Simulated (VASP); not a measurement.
# Ge4MoW (P4/mmm) in VASP: notebook

Runs on Ge4MoW. Level: PBE. Tasks: single point.

Everything below comes from runs of VASP 6.6.1. Logs are shortened: lines on timing, memory, paths and dates and some standing lists are left out, and cuts for length are marked.

## (1) The cell of the first run

Symmetry: P4/mmm, No. 123, tetragonal system. Conventional cell: a = 3.444 Å, b = 3.444 Å, c = 8.572 Å, α = 90.00°, β = 90.00°, γ = 90.00°. Within 3.6 Å of Ge (site symmetry 4mm) lie 9 Ge at 2.75 to 3.44 Å and 4 W at 2.80 Å and 1 Mo at 2.91 Å. Ge (site symmetry 4mm) has 9 Ge at 2.73 to 3.44 Å and 4 Mo at 2.79 Å and 1 W at 2.92 Å within 3.6 Å. Within 3.7 Å of Mo (site symmetry 4/mmm) lie 10 Ge at 2.79 to 2.91 Å and 4 Mo at 3.44 Å. Within 3.7 Å of W (site symmetry 4/mmm) lie 10 Ge at 2.80 to 2.92 Å and 4 W at 3.44 Å.

## (2) Single point, PBE (volume scaled by 1.10, then relaxed in part)

INCAR

```
SYSTEM = Ge4MoW
ALGO = Normal ; EDIFF = 1E-7
ENCUT = 520 ; GGA = PE
ISIF = 2 ; ISMEAR = 0
LASPH = .TRUE. ; LCHARG = .FALSE.
LREAL = .FALSE. ; LWAVE = .FALSE.
NBANDS = 51 ; NELM = 100
PREC = Accurate ; SIGMA = 0.1
```

KPOINTS

```
k-points
0
G
  12 12 6
  0 0 0
```

POSCAR

```
Ge4MoW
1.0
    3.4441889172      0.0000000000      0.0000000000
    0.0000000000      3.4441889172      0.0000000000
    0.0000000000      0.0000000000      8.5724829713
Ge Mo W
4 1 1
Direct
    0.0000000000      0.0000000000      0.6601453892
    0.5000000000      0.5000000000      0.1593629010
    0.0000000000      0.0000000000      0.3398546108
    0.5000000000      0.5000000000      0.8406370990
    0.0000000000      0.0000000000      0.0000000000
    0.5000000000      0.5000000000      0.5000000000
```

Potentials or basis: VASP PAW PBE potentials, release 64 (Ge_d, Mo_sv, W_sv).

On the command line:

```sh
cat potpaw_PBE.64/Ge_d/POTCAR potpaw_PBE.64/Mo_sv/POTCAR potpaw_PBE.64/W_sv/POTCAR > POTCAR
mpirun -np 1 vasp_std > vasp.out
```

OUTCAR:

```text
SYSTEM = Ge4MoW
   EDIFF = 1E-7
   ENCUT = 520
   GGA = PE
   ISIF = 2
   ISMEAR = 0
   LASPH = .TRUE.
   LREAL = .FALSE.
   NELM = 100
   PREC = Accurate

 ion  position               nearest neighbor table
   1  0.000  0.000  0.660-   3 2.75   6 2.80   6 2.80   6 2.80   6 2.80   4 2.89   4 2.89   4 2.89
                             4 2.89   5 2.91
   2  0.500  0.500  0.159-   4 2.73   5 2.79   5 2.79   5 2.79   5 2.79   3 2.89   3 2.89   3 2.89
                             3 2.89   6 2.92
   3  0.000  0.000  0.340-   1 2.75   6 2.80   6 2.80   6 2.80   6 2.80   2 2.89   2 2.89   2 2.89
                             2 2.89   5 2.91
   4  0.500  0.500  0.841-   2 2.73   5 2.79   5 2.79   5 2.79   5 2.79   1 2.89   1 2.89   1 2.89
                             1 2.89   6 2.92
   5  0.000  0.000  0.000-   2 2.79   4 2.79   2 2.79   4 2.79   2 2.79   4 2.79   2 2.79   4 2.79
                             3 2.91   1 2.91
   6  0.500  0.500  0.500-   1 2.80   3 2.80   1 2.80   3 2.80   1 2.80   3 2.80   1 2.80   3 2.80
                             2 2.92   4 2.92

  LATTYP: Found a simple tetragonal cell.
 ALAT       =     3.4441889172
 C/A-ratio  =     2.4889700238

  Lattice vectors:

 A1 = (   3.4441889172,   0.0000000000,   0.0000000000)
 A2 = (   0.0000000000,   3.4441889172,   0.0000000000)
 A3 = (   0.0000000000,   0.0000000000,   8.5724829713)

Analysis of symmetry for initial positions (statically):
=====================================================================
 Subroutine PRICEL returns:
 Original cell was already a primitive cell.

 Routine SETGRP: Setting up the symmetry group for a
 simple tetragonal supercell.

 Subroutine GETGRP returns: Found 16 space group operations
 (whereof 16 operations were pure point group operations)
 out of a pool of 16 trial point group operations.

The static configuration has the point symmetry D_4h.

Analysis of symmetry for dynamics (positions and initial velocities):
=====================================================================
 Subroutine PRICEL returns:
 Original cell was already a primitive cell.

 Routine SETGRP: Setting up the symmetry group for a
 simple tetragonal supercell.

 Subroutine GETGRP returns: Found 16 space group operations
 (whereof 16 operations were pure point group operations)
 out of a pool of 16 trial point group operations.

The dynamic configuration has the point symmetry D_4h.

 Subroutine INISYM returns: Found 16 space group operations
 (whereof 16 operations are pure point group operations),
 and found     1 'primitive' translations

----------------------------------------------------------------------------------------

                                     Primitive cell

  volume of cell :     101.6905

  direct lattice vectors                    reciprocal lattice vectors
     3.444188917  0.000000000  0.000000000     0.290344120  0.000000000  0.000000000
     0.000000000  3.444188917  0.000000000     0.000000000  0.290344120  0.000000000
     0.000000000  0.000000000  8.572482971     0.000000000  0.000000000  0.116652317

  length of vectors
     3.444188917  3.444188917  8.572482971     0.290344120  0.290344120  0.116652317

  position of ions in fractional coordinates (direct lattice)
     0.000000000  0.000000000  0.660145389
     0.500000000  0.500000000  0.159362901
     0.000000000  0.000000000  0.339854611
     0.500000000  0.500000000  0.840637099
     0.000000000  0.000000000  0.000000000
     0.500000000  0.500000000  0.500000000

  ion indices of the primitive-cell ions
   primitive index   ion index
                 1           1
                 2           2
                 3           3
                 4           4
                 5           5
                 6           6

----------------------------------------------------------------------------------------

 KPOINTS: k-points

Automatic generation of k-mesh.
 Grid dimensions read from file:
 generate k-points for:   12   12    6

 Generating k-lattice:

  Cartesian coordinates                     Fractional coordinates (reciprocal lattice)
     0.024195343  0.000000000  0.000000000     0.083333333  0.000000000  0.000000000
     0.000000000  0.024195343  0.000000000     0.000000000  0.083333333  0.000000000
     0.000000000  0.000000000  0.019442053     0.000000000  0.000000000  0.166666667

  Length of vectors
     0.024195343  0.024195343  0.019442053

  Shift w.r.t. Gamma in fractional coordinates (k-lattice)
     0.000000000  0.000000000  0.000000000

 Subroutine IBZKPT returns following result:
 ===========================================

 Found    112 irreducible k-points:

 Following reciprocal coordinates:
            Coordinates               Weight
  0.000000  0.000000  0.000000      1.000000
  0.083333  0.000000  0.000000      4.000000
  0.166667  0.000000  0.000000      4.000000
  0.250000  0.000000  0.000000      4.000000
  0.333333  0.000000  0.000000      4.000000
[... 39 lines left out ...]
   EFERMI_NEDOS =   21; number of points for ismear=-14 and -15
   IALGO  =     38    algorithm
   IMIX   =      4    mixing-type and parameters
     AMIX     =   0.40;   BMIX     =  1.00
     AMIX_MAG =   1.60;   BMIX_MAG =  1.00
  volume/ion in A,a.u.               =      16.95       114.37
  Fermi-wavevector in a.u.,A,eV,Ry     =   1.536058  2.902730 32.102614  2.359476
  Thomas-Fermi vector in A             =   2.642760
   LORBIT       =      0    0 simple, 1 ext, 2 COOP (PROOUT), +10 PAW based schemes
   GGA     = PE    functional components
   LHFCALC =     F    Hartree Fock is set to
   AEXX    =    0.0000 exact exchange contribution
   IVDW    =     0    specifies the selected vdW correction
   LEPSILON=     F    determine dielectric tensor
   LRPA    =     F    only Hartree local field effects (RPA)
 non-spin polarized calculation
 Gauss-broadening in eV      SIGMA  =   0.10
  energy-cutoff  :      520.00
  volume of cell :      101.69
 maximum number of plane-waves:      2762
 NGX is ok and might be reduce to    28
   NGX = 13   NGY = 13   NGZ = 31

 number of electron      84.0000068 magnetization

 Free energy of the ion-electron system (eV)
  ---------------------------------------------------
  ext. energy  EPLUGINS =         0.00000000
  ---------------------------------------------------
  free energy    TOTEN  =       -41.76397492 eV

  energy without entropy =      -41.75371154  energy(sigma->0) =      -41.75884323

 E-fermi :   8.7931     XC(G=0): -12.2692

 val. band max:        8.7846210982   @ k =   0.5000   0.0000   0.1667
 cond. band min:       8.7958926599   @ k =   0.0833   0.0000   0.3333
 fundamental gap:      0.0112715617
 Fermi energy:         8.7930615843

 k-point     1 :       0.0000    0.0000    0.0000
  band No.  band energies     occupation
      1     -65.4266      2.00000
      2     -52.1604      2.00000
      3     -29.5923      2.00000
      4     -29.5923      2.00000
      5     -29.5624      2.00000
      6     -26.2233      2.00000
[... 43 lines left out ...]
     50      12.5325      0.00000
     51      13.3631      0.00000

 k-point     2 :       0.0833    0.0000    0.0000
  band No.  band energies     occupation
      1     -65.4264      2.00000
      2     -52.1600      2.00000
      3     -29.5986      2.00000
      4     -29.5918      2.00000
      5     -29.5618      2.00000
      6     -26.2307      2.00000
[... 43 lines left out ...]
     50      12.7191      0.00000
     51      13.3643      0.00000

 k-point     3 :       0.1667    0.0000    0.0000
  band No.  band energies     occupation
      1     -65.4260      2.00000
      2     -52.1588      2.00000
      3     -29.6156      2.00000
      4     -29.5903      2.00000
      5     -29.5600      2.00000
      6     -26.2507      2.00000
[... 43 lines left out ...]
     50      13.2019      0.00000
     51      13.2277      0.00000
[... 1027 lines left out ...]
 k-point    23 :       0.3333    0.3333    0.0000
  band No.  band energies     occupation
      1     -65.4229      2.00000
      2     -52.1511      2.00000
      3     -29.6545      2.00000
      4     -29.6532      2.00000
      5     -29.5486      2.00000
      6     -26.2960      2.00000
[... 43 lines left out ...]
     50      12.0801      0.00000
     51      12.3039      0.00000

 k-point    24 :       0.4167    0.3333    0.0000
  band No.  band energies     occupation
      1     -65.4224      2.00000
      2     -52.1500      2.00000
      3     -29.6702      2.00000
      4     -29.6519      2.00000
      5     -29.5470      2.00000
      6     -26.3142      2.00000
[... 43 lines left out ...]
     50      12.4103      0.00000
     51      12.7073      0.00000

 [... further k-points ...]

------------------------ aborting loop because EDIFF is reached ----------------------------------------

  FORCE on cell =-STRESS in cart. coord.  units (eV):
  Direction    XX          YY          ZZ          XY          YZ          ZX
  --------------------------------------------------------------------------------------
  -------------------------------------------------------------------------------------
  Total       -7.8714847     -7.8714847     -7.9164824      0.0000000      0.0000000      0.0000000
  in kB     -124.0185585   -124.0185585   -124.7275152      0.0000000      0.0000000      0.0000000
  external PRESSURE =    -124.2548774 kB  Pullay stress =       0.0000000 kB

 VOLUME and BASIS-vectors are now :
 -----------------------------------------------------------------------------
  energy-cutoff  :      520.00
  volume of cell :      101.69
      direct lattice vectors                 reciprocal lattice vectors
     3.444188917  0.000000000  0.000000000     0.290344120  0.000000000  0.000000000
     0.000000000  3.444188917  0.000000000     0.000000000  0.290344120  0.000000000
     0.000000000  0.000000000  8.572482971     0.000000000  0.000000000  0.116652317

 POSITION                                       TOTAL-FORCE (eV/Angst)
 -----------------------------------------------------------------------------------
      0.00000      0.00000      5.65909        -0.000000      0.000000      0.001117
      1.72209      1.72209      1.36614         0.000000      0.000000      0.006227
      0.00000      0.00000      2.91340        -0.000000      0.000000     -0.001117
      1.72209      1.72209      7.20635         0.000000      0.000000     -0.006227
      0.00000      0.00000      0.00000         0.000000      0.000000     -0.000000
      1.72209      1.72209      4.28624         0.000000      0.000000     -0.000000
 -----------------------------------------------------------------------------------
    total drift:                                0.000000      0.000000      0.000000

  FREE ENERGIE OF THE ION-ELECTRON SYSTEM (eV)
  ---------------------------------------------------
  free  energy   TOTEN  =       -41.7639749208 eV

  energy  without entropy=      -41.7537115398  energy(sigma->0) =      -41.75884323
```

It took 5.8 min on 1 thread of Intel Xeon Platinum 8559C (Emerald Rapids), shared host; peak memory 0.58 GiB.

What came out:

| Item | Value |
| --- | --- |
| Free energy | -41.7640 eV |
| Pressure | -12.4 GPa |
| Largest force | 0.006 eV/Å |
| Band gap on the k mesh | zero (band 42 reaches 9.17 eV, above the bottom of band 43 at 8.28 eV) |

Forces in eV/Å, atoms in the order of the input:
```
Ge   0.000  0.000  0.001
Ge   0.000  0.000  0.006
Ge   0.000  0.000 -0.001
Ge   0.000  0.000 -0.006
Mo   0.000  0.000  0.000
W    0.000  0.000  0.000
```

Caveat: the cell differs from its parent crystal (volume scaled by 1.10, then relaxed in part); spin-orbit coupling is left out, which moves the levels of the heavy elements.

## (3) Single point, PBE, collinear spin, ferromagnetic start

This run uses another cell than the first one, of 15.41 Å³/atom, 0.909 times its volume.

INCAR

```
PREC = Accurate ; ENCUT = 520
EDIFF = 1E-7 ; ISMEAR = 0
SIGMA = 0.1 ; LREAL = F
LASPH = T ; NELM = 150
ALGO = Normal ; ISIF = 2
LWAVE = F ; LCHARG = F
ISPIN = 2 ; MAGMOM = 0 0 0 0 1 0
LORBIT = 11 ; LMAXMIX = 4
GGA = PE ; NBANDS = 55
```

KPOINTS

```
Automatic mesh
0
Gamma
  6 6 2
```

POSCAR

```
Ge4MoW
1.0
    3.3397563000      0.0000000000      0.0000000000
    0.0000000000      3.3397563000      0.0000000000
    0.0000000000      0.0000000000      8.2881637000
Ge Mo W
4 1 1
Direct
    0.0000000000      0.0000000000      0.6627370000
    0.5000000000      0.5000000000      0.1614470000
    0.0000000000      0.0000000000      0.3372630000
    0.5000000000      0.5000000000      0.8385530000
    0.0000000000      0.0000000000      0.0000000000
    0.5000000000      0.5000000000      0.5000000000
```

Potentials or basis: VASP PAW PBE potentials, release 64 (Ge_d, Mo_sv, W_sv).

On the command line:

```sh
cat potpaw_PBE.64/Ge_d/POTCAR potpaw_PBE.64/Mo_sv/POTCAR potpaw_PBE.64/W_sv/POTCAR > POTCAR
mpirun -np 1 vasp_std > vasp.out
```

It took 8.1 min on 1 thread of Oxide Virtual Turin-like, shared host; peak memory 0.31 GiB.

Results (log left out):

```
Free energy                                           : -42.1511 eV
Pressure                                              : 0.4 GPa
Largest force                                         : 0.056 eV/Å
Band gap on the k mesh                                : zero (filled and empty bands overlap)
Net moment                                            : 0.00 μB per cell
Valence electrons inside the program's atomic spheres : Ge 12.43, 12.41; Mo 12.45; W 11.98
```

Forces on the atoms (eV/Å):
```
Ge   0.000  0.000  0.056
Ge   0.000  0.000  0.001
Ge   0.000  0.000 -0.056
Ge   0.000  0.000 -0.001
Mo   0.000  0.000  0.000
W    0.000  0.000  0.000
```

Stress tensor (GPa, compression positive):
```
0.01 0.00 0.00
0.00 0.01 0.00
0.00 0.00 1.15
```

Levels at points of the mesh, in eV from the Fermi level:
Spin up:
| k point | band 39 | band 40 | band 41 | band 42 | band 43 | band 44 | band 45 | band 46 |
| --- | --- | --- | --- | --- | --- | --- | --- | --- |
| (0.00, 0.00, 0.00) | -0.39 | -0.39 | -0.38 | -0.38 | 0.46 | 0.80 | 2.61 | 2.65 |
| (0.50, 0.00, 0.00) | -2.17 | -2.11 | -0.21 | -0.05 | 1.72 | 2.21 | 2.35 | 2.65 |
| (0.50, 0.50, 0.00) | -2.64 | -2.64 | -1.18 | -1.18 | 1.88 | 2.11 | 2.42 | 2.51 |
| (0.00, 0.00, 0.50) | -1.75 | -1.75 | 0.46 | 0.51 | 0.76 | 0.80 | 1.56 | 1.56 |
| (0.50, 0.00, 0.50) | -2.11 | -2.07 | -0.06 | 0.11 | 1.85 | 2.28 | 2.65 | 3.02 |
| (0.50, 0.50, 0.50) | -1.97 | -1.97 | -1.82 | -1.82 | -0.34 | -0.21 | 1.88 | 2.51 |
Spin down:
```
           k point  band 40  band 41  band 42  band 43  band 44  band 45
(0.00, 0.00, 0.00)    -0.39    -0.38    -0.38     0.46     0.80     2.61
(0.50, 0.00, 0.00)    -2.11    -0.21    -0.05     1.72     2.21     2.35
(0.50, 0.50, 0.00)    -2.64    -1.18    -1.18     1.88     2.11     2.42
(0.00, 0.00, 0.50)    -1.75     0.46     0.51     0.76     0.80     1.56
(0.50, 0.00, 0.50)    -2.07    -0.06     0.11     1.85     2.29     2.65
(0.50, 0.50, 0.50)    -1.97    -1.82    -1.82    -0.34    -0.21     1.88
```

Caveat: the k points lie up to 0.38 Å⁻¹ apart; spin-orbit coupling is left out, which moves the levels of the heavy elements.

## (4) Single point, PBE (volume scaled by 1.06, then relaxed in part)

INCAR

```
PREC = Accurate
ENCUT = 520
EDIFF = 1E-7
ISMEAR = 0
SIGMA = 0.1
LREAL = False
LASPH = True
NELM = 100
ALGO = Normal
ISIF = 2
LWAVE = False
LCHARG = True
GGA = PE
LELF = True
LVHAR = True
NBANDS = 51
```

KPOINTS

```
Automatic mesh
0
Gamma
  12 12 6
```

POSCAR

```
Ge4MoW
1.0
    3.4039394888      0.0000000000      0.0000000000
    0.0000000000      3.4039394888      0.0000000000
    0.0000000000      0.0000000000      8.4572677233
Ge Mo W
4 1 1
Direct
    0.0000000000      0.0000000000      0.6612591827
    0.5000000000      0.5000000000      0.1602654840
    0.0000000000      0.0000000000      0.3387408173
    0.5000000000      0.5000000000      0.8397345160
    0.0000000000      0.0000000000      0.0000000000
    0.5000000000      0.5000000000      0.5000000000
```

On the command line:

```sh
cat potpaw_PBE.64/Ge_d/POTCAR potpaw_PBE.64/Mo_sv/POTCAR potpaw_PBE.64/W_sv/POTCAR > POTCAR
mpirun -np 1 vasp_std > vasp.out
```

Wall time 16 min (1 thread of Oxide Virtual Turin-like, shared host); peak memory 0.53 GiB.

It converged, with:

| Property | Result |
| --- | --- |
| Free energy | -42.0025 eV |
| Pressure | -8.3 GPa |
| Largest force | 0.007 eV/Å |
| Band gap on the k mesh | zero (band 42 reaches 9.81 eV, above the bottom of band 43 at 8.80 eV) |

Forces on the atoms (eV/Å):
```
Ge   0.000  0.000  0.003
Ge   0.000  0.000  0.007
Ge   0.000  0.000 -0.003
Ge   0.000  0.000 -0.007
Mo   0.000  0.000  0.000
W    0.000  0.000  0.000
```

Levels at points of the mesh, in eV from the Fermi level:
```csv
k point,band 38,band 39,band 40,band 41,band 42,band 43,band 44,band 45,band 46,band 47
"(0.00, 0.00, 0.00)",-1.47,-0.43,-0.43,-0.39,-0.39,0.34,0.66,2.09,2.37,3.21
"(0.50, 0.00, 0.00)",-2.20,-2.13,-2.06,-0.24,-0.07,1.51,1.98,1.98,2.28,2.82
"(0.50, 0.50, 0.00)",-3.71,-2.53,-2.53,-1.27,-1.27,1.65,1.80,2.10,2.24,2.65
"(0.00, 0.00, 0.50)",-1.68,-1.67,-1.67,0.24,0.34,0.51,0.66,1.38,1.38,1.65
"(0.50, 0.00, 0.50)",-2.09,-1.98,-1.96,-0.12,0.07,1.62,2.03,2.24,2.57,3.25
"(0.50, 0.50, 0.50)",-2.58,-1.96,-1.96,-1.81,-1.81,-0.48,-0.33,1.65,2.24,2.87
```

Caveat: the cell differs from its parent crystal (volume scaled by 1.06, then relaxed in part); spin-orbit coupling is left out, which moves the levels of the heavy elements.

## (5) The runs side by side

| spin | cell | k mesh | gap on the mesh (eV) | pressure (GPa) | largest force (eV/Å) |
| --- | --- | --- | --- | --- | --- |
| off | a = 3.444, b = 3.444, c = 8.572 Å, 6 atoms | 12 × 12 × 6 | none | -12.4 | 0.01 |
| collinear, ferromagnetic start | a = 3.340, b = 3.340, c = 8.288 Å, 6 atoms | 6 × 6 × 2 | none | 0.4 | 0.06 |
| off | a = 3.404, b = 3.404, c = 8.457 Å, 6 atoms | 12 × 12 × 6 | none | -8.3 | 0.01 |

Alike in all rows: task single point; level PBE; potentials or basis VASP PAW PBE potentials, release 64 (Ge_d, Mo_sv, W_sv); cutoff (eV) 520; smearing gaussian 0.1 eV.

Caveats: some runs use coarse meshes; spin-orbit coupling is left out, which moves the levels of the heavy elements.

Absolute energies hang on the potentials; compare differences alone.
